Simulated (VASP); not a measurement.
# PtAuC4N4 (P-43m) in VASP: single point with PBE

Aim: the single point of PtAuC4N4 with PBE.

Program: VASP 6.6.1. These are calculated values, not measurements. Logs are shortened: lines on timing, memory, paths and dates and some standing lists are left out, and cuts for length are marked.

### Step 1. The cell of the first run

Symmetry: P-43m, No. 215, cubic system. Conventional cell: a = 5.883 Å, b = 5.883 Å, c = 5.883 Å, α = 90.00°, β = 90.00°, γ = 90.00°. Pt (site symmetry -43m) has 4 C at 1.92 Å within 2.5 Å. C (site symmetry 3m) has 1 N at 1.17 Å within 1.6 Å. Au (site symmetry -43m) has 4 N at 2.01 Å within 2.7 Å. Within 1.6 Å of N (site symmetry 3m) lie 1 C at 1.17 Å.

### Step 2. Single point, PBE, collinear spin

INCAR reads:

```
  PREC = Accurate
  ENCUT = 700
  EDIFF = 1E-6
  ISMEAR = 0
  SIGMA = 0.1
  LREAL = False
  LASPH = True
  NELM = 200
  ALGO = Normal
  ISIF = 2
  LWAVE = False
  LCHARG = False
  ISPIN = 2
  MAGMOM = 1 0 0 0 0 1 0 0 0 0
  LORBIT = 11
  LMAXMIX = 4
  GGA = PE
  NBANDS = 52
  GGA_COMPAT = False
```

KPOINTS reads:

```
regular mesh
0
Gamma
  4 4 4
```

POSCAR reads:

```
PtAuC4N4
1.0
    5.8826218900      0.0000000000      0.0000000000
    0.0000000000      5.8826218900      0.0000000000
    0.0000000000      0.0000000000      5.8826218900
Pt C Au N
1 4 1 4
Direct
    0.0000000000      0.0000000000      0.0000000000
    0.1881440800      0.1881440800      0.1881440800
    0.1881440800      0.8118559200      0.8118559200
    0.8118559200      0.1881440800      0.8118559200
    0.8118559200      0.8118559200      0.1881440800
    0.5000000000      0.5000000000      0.5000000000
    0.3029738000      0.3029738000      0.3029738000
    0.3029738000      0.6970262000      0.6970262000
    0.6970262000      0.3029738000      0.6970262000
    0.6970262000      0.6970262000      0.3029738000
```

Potentials or basis: VASP PAW PBE potentials, release 64 (Pt_sv_GW, C, Au_sv_GW, N).

Started as:

```bash
$ cat potpaw_PBE.64/Pt_sv_GW/POTCAR potpaw_PBE.64/C/POTCAR potpaw_PBE.64/Au_sv_GW/POTCAR potpaw_PBE.64/N/POTCAR > POTCAR
$ mpirun -np 1 vasp_std > vasp.out
```

OUTCAR:

```text
PREC = Accurate
   ENCUT = 700
   EDIFF = 1E-6
   ISMEAR = 0
   LREAL = False
   LASPH = True
   NELM = 200
   ISIF = 2
   ISPIN = 2
   LORBIT = 11
   GGA = PE

 ion  position               nearest neighbor table
   1  0.000  0.000  0.000-   2 1.92   3 1.92   4 1.92   5 1.92
   2  0.188  0.188  0.188-   7 1.17   1 1.92
   3  0.188  0.812  0.812-   8 1.17   1 1.92
   4  0.812  0.188  0.812-   9 1.17   1 1.92
   5  0.812  0.812  0.188-  10 1.17   1 1.92
   6  0.500  0.500  0.500-   7 2.01   8 2.01   9 2.01  10 2.01
   7  0.303  0.303  0.303-   2 1.17   6 2.01
   8  0.303  0.697  0.697-   3 1.17   6 2.01
   9  0.697  0.303  0.697-   4 1.17   6 2.01
  10  0.697  0.697  0.303-   5 1.17   6 2.01

  LATTYP: Found a simple cubic cell.
 ALAT       =     5.8826218900

  Lattice vectors:

 A1 = (   5.8826218900,   0.0000000000,   0.0000000000)
 A2 = (   0.0000000000,   5.8826218900,   0.0000000000)
 A3 = (   0.0000000000,   0.0000000000,   5.8826218900)

Analysis of symmetry for initial positions (statically):
=====================================================================
 Subroutine PRICEL returns:
 Original cell was already a primitive cell.

 Routine SETGRP: Setting up the symmetry group for a
 simple cubic supercell.

 Subroutine GETGRP returns: Found 24 space group operations
 (whereof 24 operations were pure point group operations)
 out of a pool of 48 trial point group operations.

The static configuration has the point symmetry T_d .

Analysis of symmetry for dynamics (positions and initial velocities):
=====================================================================
 Subroutine PRICEL returns:
 Original cell was already a primitive cell.

 Routine SETGRP: Setting up the symmetry group for a
 simple cubic supercell.

 Subroutine GETGRP returns: Found 24 space group operations
 (whereof 24 operations were pure point group operations)
 out of a pool of 48 trial point group operations.

The dynamic configuration has the point symmetry T_d .

Analysis of structural, dynamic, and magnetic symmetry:
=====================================================================
 Subroutine PRICEL returns:
 Original cell was already a primitive cell.

 Routine SETGRP: Setting up the symmetry group for a
 simple cubic supercell.

 Subroutine GETGRP returns: Found 24 space group operations
 (whereof 24 operations were pure point group operations)
 out of a pool of 48 trial point group operations.

[... 155 lines left out ...]
 Fermi energy:        -0.4978322463

 spin component 1

 k-point     1 :       0.0000    0.0000    0.0000
  band No.  band energies     occupation
      1    -106.0392      1.00000
      2    -100.3176      1.00000
      3     -57.3654      1.00000
      4     -57.3654      1.00000
      5     -57.3654      1.00000
      6     -54.4463      1.00000
[... 499 lines left out ...]
     47       5.7342      0.00000
     48       7.1790      0.00000
 Fermi energy:        -0.4978322463

 spin component 2

 k-point     1 :       0.0000    0.0000    0.0000
  band No.  band energies     occupation
      1    -106.0052      1.00000
      2    -100.1955      1.00000
      3     -57.3249      1.00000
      4     -57.3249      1.00000
      5     -57.3249      1.00000
      6     -54.2991      1.00000
[... 499 lines left out ...]
     47       5.7887      0.00000
     48       7.2148      0.00000
 [bands above 48 left out]

------------------------ aborting loop because EDIFF is reached ----------------------------------------

  FORCE on cell =-STRESS in cart. coord.  units (eV):
  Direction    XX          YY          ZZ          XY          YZ          ZX
  --------------------------------------------------------------------------------------
  -------------------------------------------------------------------------------------
  Total        9.6191307      9.6191307      9.6191307     -0.0000000     -0.0000000      0.0000000
  in kB       75.7065762     75.7065762     75.7065762     -0.0000000     -0.0000000      0.0000000
  external PRESSURE =      75.7065762 kB  Pullay stress =       0.0000000 kB

 VOLUME and BASIS-vectors are now :
 -----------------------------------------------------------------------------
  energy-cutoff  :      700.00
  volume of cell :      203.57
      direct lattice vectors                 reciprocal lattice vectors
     5.882621890  0.000000000  0.000000000     0.169992228  0.000000000  0.000000000
     0.000000000  5.882621890  0.000000000     0.000000000  0.169992228  0.000000000
     0.000000000  0.000000000  5.882621890     0.000000000  0.000000000  0.169992228

 POSITION                                       TOTAL-FORCE (eV/Angst)
 -----------------------------------------------------------------------------------
      0.00000      0.00000      0.00000        -0.000000      0.000000     -0.000000
      1.10678      1.10678      1.10678        -0.101933     -0.101933     -0.101933
      1.10678      4.77584      4.77584        -0.101933      0.101933      0.101933
      4.77584      1.10678      4.77584         0.101933     -0.101933      0.101933
      4.77584      4.77584      1.10678         0.101933      0.101933     -0.101933
      2.94131      2.94131      2.94131        -0.000000      0.000000     -0.000000
      1.78228      1.78228      1.78228         0.029714      0.029714      0.029714
      1.78228      4.10034      4.10034         0.029714     -0.029714     -0.029714
      4.10034      1.78228      4.10034        -0.029714      0.029714     -0.029714
      4.10034      4.10034      1.78228        -0.029714     -0.029714      0.029714
 -----------------------------------------------------------------------------------
    total drift:                               -0.000000     -0.000000      0.000000

  FREE ENERGIE OF THE ION-ELECTRON SYSTEM (eV)
  ---------------------------------------------------
  free  energy   TOTEN  =       -69.7676543981 eV

  energy  without entropy=      -69.7205043884  energy(sigma->0) =      -69.74407939

 total charge

# of ion       s       p       d       f       tot
--------------------------------------------------
    1        4.750   6.198   7.341   0.040  18.329
    2        0.950   1.654   0.000   0.000   2.603
    3        0.950   1.654   0.000   0.000   2.603
    4        0.950   1.654   0.000   0.000   2.603
    5        0.950   1.654   0.000   0.000   2.603
    6        2.257   6.588   8.331   0.034  17.209
    7        1.297   2.562   0.000   0.000   3.859
    8        1.297   2.562   0.000   0.000   3.859
    9        1.297   2.562   0.000   0.000   3.859
   10        1.297   2.562   0.000   0.000   3.859
--------------------------------------------------
tot         15.995  29.648  15.672   0.073  61.388

 magnetization (x)

# of ion       s       p       d       f       tot
--------------------------------------------------
    1        0.010   0.019   0.189   0.000   0.218
    2        0.006   0.011   0.000   0.000   0.017
    3        0.006   0.011   0.000   0.000   0.017
    4        0.006   0.011   0.000   0.000   0.017
    5        0.006   0.011   0.000   0.000   0.017
    6        0.000   0.004   0.055   0.000   0.060
    7        0.002   0.033   0.000   0.000   0.036
    8        0.002   0.033   0.000   0.000   0.036
    9        0.002   0.033   0.000   0.000   0.036
   10        0.002   0.033   0.000   0.000   0.036
--------------------------------------------------
tot          0.044   0.199   0.244   0.000   0.487
```

OSZICAR:

```text
N       E                     dE             d eps       ncg     rms          rms(c)
DAV:   1     0.975355765939E+03    0.97536E+03   -0.42570E+04  2588   0.170E+03
DAV:   2     0.161545074368E+02   -0.95920E+03   -0.90076E+03  3132   0.562E+02
DAV:   3    -0.906883122757E+02   -0.10684E+03   -0.10454E+03  3520   0.235E+02
DAV:   4    -0.939672376509E+02   -0.32789E+01   -0.31458E+01  3048   0.291E+01
DAV:   5    -0.941121019509E+02   -0.14486E+00   -0.14329E+00  3400   0.767E+00    0.725E+01
DAV:   6    -0.776407434721E+02    0.16471E+02   -0.24571E+02  3656   0.132E+02    0.113E+02
DAV:   7    -0.740526298278E+02    0.35881E+01   -0.21819E+01  3288   0.442E+01    0.698E+01
DAV:   8    -0.697965915637E+02    0.42560E+01   -0.14660E+01  3616   0.736E+01    0.188E+01
DAV:   9    -0.702660320523E+02   -0.46944E+00   -0.75721E+00  3440   0.210E+01    0.125E+01
DAV:  10    -0.697842114810E+02    0.48182E+00   -0.24132E+00  3252   0.146E+01    0.622E+00
DAV:  11    -0.697723658510E+02    0.11846E-01   -0.20424E-01  3256   0.418E+00    0.363E+00
DAV:  12    -0.697697650464E+02    0.26008E-02   -0.40131E-02  3704   0.222E+00    0.118E+00
DAV:  13    -0.697674591505E+02    0.23059E-02   -0.72201E-03  3528   0.874E-01    0.805E-01
DAV:  14    -0.697676602838E+02   -0.20113E-03   -0.17951E-03  2904   0.274E-01    0.242E-01
DAV:  15    -0.697676431160E+02    0.17168E-04   -0.26456E-04  3536   0.163E-01    0.994E-02
DAV:  16    -0.697676518869E+02   -0.87710E-05   -0.39494E-05  2616   0.333E-02    0.794E-02
DAV:  17    -0.697676540612E+02   -0.21743E-05   -0.52583E-06  2100   0.278E-02    0.386E-02
DAV:  18    -0.697676543981E+02   -0.33684E-06   -0.26805E-06  2040   0.135E-02
   1 F= -.69767654E+02 E0= -.69744079E+02  d E =-.471500E-01  mag=     0.7022
```

Wall time 9.5 min (1 thread of Intel Xeon Platinum 8259CL at 2.50GHz (Skylake/Cascade Lake), shared host); peak memory 0.67 GiB.

What came out:

```yaml
Free_energy: -69.7677 eV
Pressure: 7.6 GPa
Largest_force: 0.177 eV/Å
Net_moment: 0.70 μB per cell
Site_moments: Pt +0.22; C +0.02; Au +0.06; N +0.04 μB
Valence_electrons_inside_the_program's_atomic_spheres: Pt 18.33; C 2.60; Au 17.21; N 3.86
```

Forces on the atoms (eV/Å):
```
Pt   0.000  0.000  0.000
C   -0.102 -0.102 -0.102
C   -0.102  0.102  0.102
C    0.102 -0.102  0.102
C    0.102  0.102 -0.102
Au   0.000  0.000  0.000
N    0.030  0.030  0.030
N    0.030 -0.030 -0.030
N   -0.030  0.030 -0.030
N   -0.030 -0.030  0.030
```

Caveat: the cell stands under pressure; a moment this small can come from the mesh or the smearing.
